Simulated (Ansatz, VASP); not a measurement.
Two plane-wave programs on Cd

File POSCAR:

```
Cd
1.0
    3.0180701533      0.0000000000      0.0000000000
   -1.5090350766      2.6137254232      0.0000000000
    0.0000000000      0.0000000000      5.6915749249
Cd
2
Direct
    0.6666666667      0.3333333333      0.7500000000
    0.3333333333      0.6666666667      0.2500000000
```

The input INCAR.step1:

```
SYSTEM = Cd
ALGO = Normal
EDIFF = 1E-4
ENCUT = 520
GGA = PE
ISMEAR = -1
LASPH = .TRUE.
LCHARG = .FALSE.
LREAL = .FALSE.
LWAVE = .TRUE.
NBANDS = 19
NELM = 80
PREC = Accurate
SIGMA = 0.05
```

File INCAR.step2:

```
SYSTEM = Cd
ALGO = Normal
EDIFF = 1E-6
ENCUT = 520
ISIF = 2
ISMEAR = -1
ISTART = 1
LASPH = .TRUE.
LCHARG = .FALSE.
LMIXTAU = .TRUE.
LREAL = .FALSE.
LWAVE = .FALSE.
METAGGA = R2SCAN
NBANDS = 19
NELM = 80
PREC = Accurate
SIGMA = 0.05
```

Contents of KPOINTS:

```
k-points
0
G
  10 10 5
  0 0 0
```

input.yaml

```yaml
crystal:
  lattice:
    - [3.0180701533, 0.0, 0.0]
    - [-1.5090350766, 2.6137254232, 0.0]
    - [0.0, 0.0, 5.6915749249]
  atoms:
    - { symbol: Cd, position: [0.6666666667, 0.3333333333, 0.75] }
    - { symbol: Cd, position: [0.3333333333, 0.6666666667, 0.25] }
hamiltonian:
  xc: r2scan
  pseudopotentials: { kind: paw }
kpoints:
  mp_grid: { grid: [10, 10, 5] }
scf:
  occupations: { method: fermi_dirac, width: 0.05 }
output:
  forces: true
  stress: true
  eigenvalues: true
```

Alike in both runs: task single point; functional r2SCAN; k mesh 10 × 10 × 5; occupations fermi-dirac, width 0.05 eV; no spin polarisation.

|  | VASP | Ansatz |
| --- | --- | --- |
| version | VASP 6.6.1 | Ansatz 0.2.0 |
| potentials or method | VASP PAW PBE potentials, release 64 (Cd) | Ansatz PAW |
| plane-wave cutoff (eV) | 520 | 500 |
| valence electrons in the cell | 24 | 40 |

Ansatz gave:

* gap on the k mesh at the Fermi level (eV): none
* pressure (GPa): -1.6
* traceless stress, the component that is largest in VASP (GPa): 0.55

Task: What did VASP give for the same quantities?

Result: gap on the k mesh at the Fermi level (eV): none; pressure (GPa): -1.3; traceless stress, the component that is largest in VASP (GPa): 0.44.

VASP's potentials were made for PBE, not for r2SCAN. A gap of «none» marks a metal or a gap that the smearing closes. The functional is the same, so the differences come from potentials, cutoffs and numerics. VASP's potentials hold 24 valence electrons a cell and Ansatz's 40, so a difference there can come from the potentials and not from the codes.
